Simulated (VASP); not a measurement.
Br: single point with PBEsol

The system is Br.

```
Br
1.0
     0.00000    2.29260    2.29260
     2.29260    0.00000    2.29260
     2.29260    2.29260    0.00000
Br
1
Direct
  0.00000 0.00000 0.00000
```

* Program: VASP 6.6.1
* Task: single point
* Functional: PBEsol
* Potentials or basis: VASP PAW PBE potentials, release 64 (Br)
* Cutoff: 520 eV
* k mesh: 12 × 12 × 12
* Occupations: fermi-dirac, width 0.136057 eV
* Spin: no spin polarisation

| Property | Result |
| --- | --- |
| Pressure | -0.1 GPa |

Levels at points of the mesh, in eV from the Fermi level:
| k point | band 2 | band 3 | band 4 | band 5 | band 6 | band 7 |
| --- | --- | --- | --- | --- | --- | --- |
| (0.00, 0.00, 0.00) | 1.04 | 1.04 | 1.04 | 8.31 | 12.49 | 12.49 |
| (0.50, 0.00, 0.00) | -5.24 | 0.29 | 0.29 | 8.23 | 11.79 | 11.79 |
| (0.50, 0.50, 0.00) | -4.66 | -1.25 | -1.25 | 6.15 | 7.38 | 19.55 |

Run time: 6.8 s on 1 thread of Intel Xeon 6975P-C, on a shared host, peak memory 0.14 GiB.

Caveat: the PAW data sets were made with another functional, which shifts forces and pressure a little; an odd number of electrons without spin polarisation forces a metal; a magnetic or distorted state may lie lower.
